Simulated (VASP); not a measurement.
# Si (Cm) in VASP: single point with PBE

Aim: the single point of Si with PBE.

Everything below comes from runs of VASP 6.6.1. Logs are shortened: lines on timing, memory, paths and dates and some standing lists are left out, and cuts for length are marked.

## (1) The cell of the first run

It takes space group Cm (No. 8, monoclinic). The conventional cell has a = 3.861 Å, b = 9.463 Å, c = 5.110 Å, α = 90.00°, β = 112.20°, γ = 90.00°. Si (site symmetry m) has 3 Si at 1.98 to 2.44 Å within 2.6 Å. Si (site symmetry m) has 3 Si at 1.98 to 2.39 Å within 2.6 Å. Within 3.1 Å of Si (site symmetry 1) lie 4 Si at 2.36 to 2.44 Å.

## (2) Single point, PBE

Input file INCAR:

```
PREC = Accurate ; ENCUT = 500
EDIFF = 1E-6 ; ISMEAR = 1
SIGMA = 0.05 ; LREAL = False
LASPH = True ; NELM = 120
ALGO = Normal ; ISIF = 2
LWAVE = False ; LCHARG = False
GGA = PE ; NBANDS = 16
GGA_COMPAT = False
```

Input file KPOINTS:

```
regular mesh
0
Gamma
  10 10 10
```

Input file POSCAR:

```
Si
1.0
   -3.3457641741      3.3457641741      1.9305129928
    3.3457641741     -3.3457641741      1.9305129928
    3.3457641741      3.3457641741     -1.9305129928
Si
4
Direct
    0.3029291707      0.3029291707      0.3572197663
    0.8213901169      0.8213901169      0.6427802337
    0.1786098831      0.8213901169      0.0000000000
    0.8213901169      0.1786098831      0.0000000000
```

Potentials or basis: VASP PAW PBE potentials, release 64 (Si).

The run is started by

```
cat potpaw_PBE.64/Si/POTCAR > POTCAR
mpirun -np 1 vasp_std > vasp.out
```

OUTCAR:

```text
PREC = Accurate
   ENCUT = 500
   EDIFF = 1E-6
   ISMEAR = 1
   LREAL = False
   LASPH = True
   NELM = 120
   ISIF = 2
   GGA = PE

 ion  position               nearest neighbor table
   1  0.303  0.303  0.357-   2 1.98   3 2.44   4 2.44   2 2.76
   2  0.821  0.821  0.643-   1 1.98   4 2.39   3 2.39   1 2.76
   3  0.179  0.821  0.000-   4 2.36   4 2.36   2 2.39   1 2.44
   4  0.821  0.179  0.000-   3 2.36   3 2.36   2 2.39   1 2.44

  LATTYP: Found a body centered tetragonal cell.
 ALAT       =     6.6915283482
 C/A-ratio  =     0.5770021114

  Lattice vectors:

 A1 = (  -3.3457641741,   3.3457641741,   1.9305129928)
 A2 = (   3.3457641741,  -3.3457641741,   1.9305129928)
 A3 = (   3.3457641741,   3.3457641741,  -1.9305129928)

Analysis of symmetry for initial positions (statically):
=====================================================================
 Subroutine PRICEL returns:
 Original cell was already a primitive cell.

 Routine SETGRP: Setting up the symmetry group for a
 body centered tetragonal supercell.

 Subroutine GETGRP returns: Found  2 space group operations
 (whereof  2 operations were pure point group operations)
 out of a pool of 16 trial point group operations.

The static configuration has the point symmetry C_1h.

Analysis of symmetry for dynamics (positions and initial velocities):
=====================================================================
 Subroutine PRICEL returns:
 Original cell was already a primitive cell.

 Routine SETGRP: Setting up the symmetry group for a
 body centered tetragonal supercell.

 Subroutine GETGRP returns: Found  2 space group operations
 (whereof  2 operations were pure point group operations)
 out of a pool of 16 trial point group operations.

The dynamic configuration has the point symmetry C_1h.

 Subroutine INISYM returns: Found  2 space group operations
 (whereof  2 operations are pure point group operations),
 and found     1 'primitive' translations

----------------------------------------------------------------------------------------

                                     Primitive cell

  volume of cell :      86.4417

  direct lattice vectors                    reciprocal lattice vectors
    -3.345764174  3.345764174  1.930512993     0.000000000  0.149442691  0.258998516
     3.345764174 -3.345764174  1.930512993     0.149442691  0.000000000  0.258998516
     3.345764174  3.345764174 -1.930512993     0.149442691  0.149442691  0.000000000

  length of vectors
     5.110299036  5.110299036  5.110299036     0.299020650  0.299020650  0.211343880

  position of ions in fractional coordinates (direct lattice)
     0.302929171  0.302929171  0.357219766
     0.821390117  0.821390117  0.642780234
     0.178609883  0.821390117  0.000000000
     0.821390117  0.178609883  0.000000000

  ion indices of the primitive-cell ions
   primitive index   ion index
                 1           1
                 2           2
                 3           3
                 4           4

----------------------------------------------------------------------------------------

 KPOINTS: regular mesh

Automatic generation of k-mesh.
 Grid dimensions read from file:
 generate k-points for:   10   10   10

 Generating k-lattice:

  Cartesian coordinates                     Fractional coordinates (reciprocal lattice)
     0.000000000  0.014944269  0.025899852     0.100000000  0.000000000  0.000000000
     0.014944269  0.000000000  0.025899852     0.000000000  0.100000000  0.000000000
     0.014944269  0.014944269  0.000000000     0.000000000  0.000000000  0.100000000

  Length of vectors
     0.029902065  0.029902065  0.021134388

  Shift w.r.t. Gamma in fractional coordinates (k-lattice)
     0.000000000  0.000000000  0.000000000

 Subroutine IBZKPT returns following result:
 ===========================================

 Found    282 irreducible k-points:

 Following reciprocal coordinates:
            Coordinates               Weight
  0.000000  0.000000  0.000000      1.000000
  0.100000 -0.000000  0.000000      4.000000
  0.100000 -0.000000 -0.100000      4.000000
  0.200000 -0.000000  0.000000      4.000000
  0.200000 -0.000000 -0.200000      4.000000
  0.300000  0.000000  0.000000      4.000000
[... 16 lines left out ...]
  0.400000  0.100000  0.000000      4.000000
  0.500000 -0.000000 -0.400000      4.000000
 [... further k-points ...]
   k-points           NKPTS =    282   k-points in BZ     NKDIM =    282   number of bands    NBANDS=     16
   number of dos      NEDOS =    301   number of ions     NIONS =      4
   total plane-waves  NPLWV =  64000
   dimension x,y,z NGX =    40 NGY =   40 NGZ =   40
   dimension x,y,z NGXF=    80 NGYF=   80 NGZF=   80
   ions per type =               4
   NGX,Y,Z   is equivalent  to a cutoff of  13.01, 13.01, 13.01 a.u.
   NGXF,Y,Z  is equivalent  to a cutoff of  26.03, 26.03, 26.03 a.u.
 SYSTEM =  unknown system
   PREC   = accura    normal or accurate (medium, high low for compatibility)
   ISTART =      0    job   : 0-new  1-cont  2-samecut
   ICHARG =      2    charge: 1-file 2-atom 10-const
   ISPIN  =      1    spin polarized calculation?
   LNONCOLLINEAR =      F non collinear calculations
   LSORBIT =      F    spin-orbit coupling
   LASPH  =      T    aspherical Exc in radial PAW
   ENCUT  =  500.0 eV  36.75 Ry    6.06 a.u.   9.32  9.32  9.32*2*pi/ulx,y,z
   NELM   =    120;   NELMIN=  2; NELMDL= -5     # of ELM steps
   EDIFF  = 0.1E-05   stopping-criterion for ELM
   LREAL  =      F    real-space projection
   EDIFFG = 0.1E-04   stopping-criterion for IOM
   NSW    =      0    number of steps for IOM
   IBRION =     -1    ionic relax: 0-MD 1-quasi-New 2-CG
   NFREE  =      0    steps in history (QN), initial steepest desc. (CG)
   ISIF   =      2    stress and relaxation
   ISYM   =      2    0-nonsym 1-usesym 2-fastsym
   POTIM  = 0.5000    time-step for ionic-motion
   TEBEG  =    0.0;   TEEND  =   0.0 temperature during run
   PSTRESS=    0.0 pullay stress
   NELECT =      16.0000    total number of electrons
   NUPDOWN=      -1.0000    fix difference up-down
   EMIN   =  10.00;   EMAX   =-10.00  energy-range for DOS
   EFERMI =   0.00;   METHOD = LEGACY
   ISMEAR =     1;   SIGMA  =   0.05  broadening in eV -4-tet -1-fermi 0-gaus
   EFERMI_NEDOS =   21; number of points for ismear=-14 and -15
   IALGO  =     38    algorithm
   IMIX   =      4    mixing-type and parameters
     AMIX     =   0.40;   BMIX     =  1.00
     AMIX_MAG =   1.60;   BMIX_MAG =  1.00
  volume/ion in A,a.u.               =      21.61       145.83
  Fermi-wavevector in a.u.,A,eV,Ry     =   0.932983  1.763082 11.843289  0.870457
  Thomas-Fermi vector in A             =   2.059637
   LORBIT       =      0    0 simple, 1 ext, 2 COOP (PROOUT), +10 PAW based schemes
   GGA     = PE    functional components
   LHFCALC =     F    Hartree Fock is set to
   AEXX    =    0.0000 exact exchange contribution
   IVDW    =     0    specifies the selected vdW correction
   LEPSILON=     F    determine dielectric tensor
   LRPA    =     F    only Hartree local field effects (RPA)
 non-spin polarized calculation
 Methfessel and Paxton  Order N= 1 SIGMA  =   0.05
  energy-cutoff  :      500.00
  volume of cell :       86.44
 maximum number of plane-waves:      2239
 NGX is ok and might be reduce to    40
   NGX = 19   NGY = 19   NGZ = 19

 number of electron      16.0000000 magnetization

 Free energy of the ion-electron system (eV)
  ---------------------------------------------------
  ext. energy  EPLUGINS =         0.00000000
  ---------------------------------------------------
  free energy    TOTEN  =       -19.79785534 eV

  energy without entropy =      -19.79778649  energy(sigma->0) =      -19.79783239

 E-fermi :   5.4822     XC(G=0):  -9.0370

 val. band max:        5.4779386451   @ k =  -0.1000  -0.2000   0.1000
 cond. band min:       5.4990450431   @ k =   0.5000  -0.4000   0.5000
 fundamental gap:      0.0211063980
 Fermi energy:         5.4821723784

 k-point     1 :       0.0000    0.0000    0.0000
  band No.  band energies     occupation
      1      -6.7682      2.00000
      2      -2.8853      2.00000
      3      -0.2739      2.00000
      4      -0.2420      2.00000
      5       1.3685      2.00000
      6       3.6872      2.00000
[... 8 lines left out ...]
     15      11.0298      0.00000
     16      11.5171      0.00000

 k-point     2 :       0.1000   -0.0000    0.0000
  band No.  band energies     occupation
      1      -6.6570      2.00000
      2      -2.9298      2.00000
      3      -0.4535      2.00000
      4      -0.0604      2.00000
      5       1.5199      2.00000
      6       3.0785      2.00000
[... 8 lines left out ...]
     15      10.3776      0.00000
     16      12.0901      0.00000

 k-point     3 :       0.1000   -0.0000   -0.1000
  band No.  band energies     occupation
      1      -6.6671      2.00000
      2      -2.8842      2.00000
      3      -0.3537      2.00000
      4      -0.1731      2.00000
      5       1.4252      2.00000
      6       3.1590      2.00000
[... 8 lines left out ...]
     15      10.6276      0.00000
     16      12.0577      0.00000

 k-point     4 :       0.2000   -0.0000    0.0000
  band No.  band energies     occupation
      1      -6.3268      2.00000
      2      -3.0170      2.00000
      3      -0.9455      2.00000
      4       0.3574      2.00000
      5       1.7828      2.00000
      6       2.1441      2.00000
[... 8 lines left out ...]
     15      10.1030      0.00000
     16      12.0929      0.00000
[... 324 lines left out ...]
 k-point    22 :       0.0000    0.4000   -0.1000
  band No.  band energies     occupation
      1      -5.3053      2.00000
      2      -2.9431      2.00000
      3      -2.2491      2.00000
      4      -0.1365      2.00000
      5       1.4036      2.00000
      6       2.1310      2.00000
[... 8 lines left out ...]
     15      11.3405      0.00000
     16      12.7019      0.00000

 k-point    23 :       0.4000    0.1000    0.0000
  band No.  band energies     occupation
      1      -4.4621      2.00000
      2      -3.9425      2.00000
      3      -2.4372      2.00000
      4      -0.2263      2.00000
      5       1.3300      2.00000
      6       2.3264      2.00000
[... 8 lines left out ...]
     15      11.6371      0.00000
     16      13.0907      0.00000

 k-point    24 :       0.5000   -0.0000   -0.4000
  band No.  band energies     occupation
      1      -5.1326      2.00000
      2      -2.6465      2.00000
      3      -2.1555      2.00000
      4      -0.9385      2.00000
      5       0.8626      2.00000
      6       1.5594      2.00000
[... 8 lines left out ...]
     15      11.1159      0.00000
     16      13.3251      0.00000

 [... further k-points ...]
[... 5 lines left out ...]
  --------------------------------------------------------------------------------------
  -------------------------------------------------------------------------------------
  Total        1.4753595      1.4753595      4.1835426      2.1098919      4.0624086      4.0624086
  in kB       27.3454486     27.3454486     77.5410017     39.1063622     75.2958104     75.2958100
  external PRESSURE =      44.0772996 kB  Pullay stress =       0.0000000 kB

 VOLUME and BASIS-vectors are now :
 -----------------------------------------------------------------------------
  energy-cutoff  :      500.00
  volume of cell :       86.44
      direct lattice vectors                 reciprocal lattice vectors
    -3.345764174  3.345764174  1.930512993     0.000000000  0.149442691  0.258998516
     3.345764174 -3.345764174  1.930512993     0.149442691  0.000000000  0.258998516
     3.345764174  3.345764174 -1.930512993     0.149442691  0.149442691  0.000000000

 POSITION                                       TOTAL-FORCE (eV/Angst)
 -----------------------------------------------------------------------------------
      1.19517      1.19517      0.48000        -2.854957     -2.854957     -6.475583
      2.15059      2.15059      1.93051         2.637142      2.637142      5.837908
      2.15059     -2.15059      1.93051         0.262601     -0.044785      0.318837
     -2.15059      2.15059      1.93051        -0.044785      0.262601      0.318837
 -----------------------------------------------------------------------------------
    total drift:                                0.000002      0.000002     -0.000005

  FREE ENERGIE OF THE ION-ELECTRON SYSTEM (eV)
  ---------------------------------------------------
  free  energy   TOTEN  =       -19.7978553415 eV

  energy  without entropy=      -19.7977864902  energy(sigma->0) =      -19.79783239
```

It took 17 min on 1 thread of Intel Xeon 8259CL, shared host; peak memory 0.42 GiB.

Results:

```
Free energy            : -19.7979 eV
Pressure               : 4.4 GPa
Largest force          : 7.631 eV/Å
Band gap on the k mesh : zero (bands 8 and 9 overlap by 0.02 eV)
```

Forces in eV/Å, atoms in the order of the input:
```
Si  -2.855 -2.855 -6.476
Si   2.637  2.637  5.838
Si   0.263 -0.045  0.319
Si  -0.045  0.263  0.319
```

Stress tensor (GPa, compression positive):
```
2.73 3.91 7.53
3.91 2.73 7.53
7.53 7.53 7.75
```

Caveat: the stress differs along the axes, from 3 to 8 GPa; semilocal functionals underestimate gaps, and a narrow one can read as zero; forces of over 1 eV/Å act on the atoms, so gaps and moduli don't describe the material at rest.

The gap in the log of VASP goes by the Fermi energy; the results here count the filled bands.